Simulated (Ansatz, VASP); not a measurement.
# Si in VASP and in Ansatz

INCAR

```
PREC = Accurate ; ENCUT = 520
EDIFF = 1E-6 ; ISMEAR = 0
SIGMA = 0.1 ; LREAL = F
LASPH = T ; NELM = 60
ALGO = Normal ; ISIF = 2
LWAVE = F ; LCHARG = F
GGA = PE ; NBANDS = 16
```

File KPOINTS:

```
Automatic mesh
0
Gamma
  6 6 4
```

File POSCAR:

```
Si
1.0
    3.8200000000      0.0000000000      0.0000000000
   -1.9100000000      3.3082170425      0.0000000000
    0.0000000000      0.0000000000      6.3200000000
Si
4
Direct
    0.3333333333      0.6666666667      0.0000000000
    0.6666666667      0.3333333333      0.5000000000
    0.3333333333      0.6666666667      0.3740000000
    0.6666666667      0.3333333333      0.8740000000
```

Input for Ansatz:

```yaml
crystal:
  lattice:
    - [3.82, 0.0, 0.0]
    - [-1.91, 3.3082170425, 0.0]
    - [0.0, 0.0, 6.32]
  atoms:
    - { symbol: Si, position: [0.3333333333, 0.6666666667, 0.0] }
    - { symbol: Si, position: [0.6666666667, 0.3333333333, 0.5] }
    - { symbol: Si, position: [0.3333333333, 0.6666666667, 0.374] }
    - { symbol: Si, position: [0.6666666667, 0.3333333333, 0.874] }
basis:
  ecutwfc: 420
kpoints:
  mp_grid: { grid: [6, 6, 4] }
hamiltonian:
  xc: pbe
  pseudopotentials: { kind: paw, azcp: { folder: soft_1 } }
scf:
  occupations: { method: gaussian, width: 0.1 }
output:
  forces: true
  stress: true
  eigenvalues: true
```

Alike in both runs: task single point; functional PBE; k mesh 6 × 6 × 4; occupations gaussian, width 0.1 eV; no spin polarisation.

|  | VASP | Ansatz |
| --- | --- | --- |
| version | VASP 6.6.1 | Ansatz 0.2.0 |
| potentials or method | VASP PAW PBE potentials, release 64 (Si), cutoff 520 eV | scalar-relativistic, plane waves, PAW |
| valence electrons in the cell | 16 | 16 |

Ansatz gave:

* gap on the k mesh at the Fermi level (eV): 0.40
* least direct gap on the mesh (eV): 1.06
* pressure (GPa): 2.2
* traceless stress, the component that is largest in VASP (GPa): -0.28

**Question.** What did VASP give for the same quantities?

**Answer.** gap on the k mesh at the Fermi level (eV): 0.40; least direct gap on the mesh (eV): 1.06; pressure (GPa): 2.2; traceless stress, the component that is largest in VASP (GPa): -0.29.
